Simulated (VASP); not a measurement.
**Ni: single point with PBEsol**

Crystal: Ni.

```
Ni
1.0
    -1.37754    1.37754    1.37754
     1.37754   -1.37754    1.37754
     2.75508    2.75508    0.00000
Ni
2
Direct
  0.00000 0.00000 0.00000
  0.50000 0.50000 0.50000
```

This isn't the form of Ni at room conditions, which is fcc.

```json
{
 "Program": "VASP 6.6.1",
 "Task": "single point",
 "Functional": "PBEsol",
 "Potentials or basis": "VASP PAW PBE potentials, release 64 (Ni)",
 "Cutoff": "520 eV",
 "k mesh": "14 × 14 × 10",
 "Occupations": "gaussian, width 0.15 eV",
 "Spin": "collinear spin, ferromagnetic start",
 "Starting moments": "[0.6, 0.6] μB",
 "Dipole correction": "no",
 "Further INCAR settings": "ALGO = Normal; EDIFF = 1e-06; NBANDS = 21"
}
```

- Pressure: 0.0 GPa
- Net moment: 1.01 μB per cell
- Site moments: Ni +0.51 μB
- Valence electrons inside the program's atomic spheres: Ni 9.39

Stress tensor (GPa, compression positive):
```
 0.01  0.09  0.00
 0.09  0.01  0.00
 0.00  0.00 -0.09
```

Levels at points of the mesh, in eV from the Fermi level:
Spin up:
| k point | band 7 | band 8 | band 9 | band 10 | band 11 | band 12 | band 13 | band 14 |
| --- | --- | --- | --- | --- | --- | --- | --- | --- |
| (0.00, 0.00, 0.00) | -0.95 | -0.87 | -0.87 | -0.70 | 0.04 | 0.19 | 6.79 | 19.44 |
| (0.50, 0.00, 0.00) | -1.05 | -1.05 | -0.64 | -0.64 | 1.90 | 1.90 | 10.99 | 10.99 |
| (0.50, 0.50, 0.00) | -0.21 | -0.20 | -0.20 | 0.03 | 0.18 | 6.79 | 9.98 | 9.98 |
| (0.00, 0.00, 0.50) | -1.26 | -1.26 | -1.10 | -1.10 | -0.81 | -0.81 | 16.09 | 16.09 |
| (0.50, 0.00, 0.50) | -0.70 | -0.70 | 0.03 | 0.03 | 0.18 | 0.18 | 6.79 | 6.79 |
| (0.50, 0.50, 0.50) | -1.40 | -1.40 | -0.09 | -0.09 | 4.93 | 4.93 | 7.49 | 7.49 |
Spin down:
| k point | band 6 | band 7 | band 8 | band 9 | band 10 | band 11 | band 12 | band 13 | band 14 | band 15 |
| --- | --- | --- | --- | --- | --- | --- | --- | --- | --- | --- |
| (0.00, 0.00, 0.00) | -1.76 | -0.43 | -0.41 | -0.41 | -0.23 | 0.18 | 0.71 | 7.11 | 19.40 | 20.68 |
| (0.50, 0.00, 0.00) | -2.33 | -0.54 | -0.54 | -0.12 | -0.12 | 2.32 | 2.32 | 11.16 | 11.16 | 11.96 |
| (0.50, 0.50, 0.00) | -0.23 | 0.17 | 0.47 | 0.47 | 0.47 | 0.71 | 7.11 | 10.02 | 10.02 | 10.03 |
| (0.00, 0.00, 0.50) | -1.96 | -0.63 | -0.63 | -0.62 | -0.62 | -0.34 | -0.34 | 16.21 | 16.21 | 22.45 |
| (0.50, 0.00, 0.50) | -0.43 | -0.23 | -0.23 | 0.18 | 0.18 | 0.71 | 0.71 | 7.11 | 7.11 | 19.40 |
| (0.50, 0.50, 0.50) | -1.44 | -0.85 | -0.85 | 0.59 | 0.59 | 5.08 | 5.08 | 7.71 | 7.71 | 14.02 |

Run time: 4.1 min on 1 thread of Intel(R) Xeon(R) Platinum 8259CL CPU @ 2.50GHz (Skylake/Cascade Lake) (shared host), peak memory 0.31 GiB.

Caveat: the PAW data sets were made with another functional, which shifts forces and pressure a little.
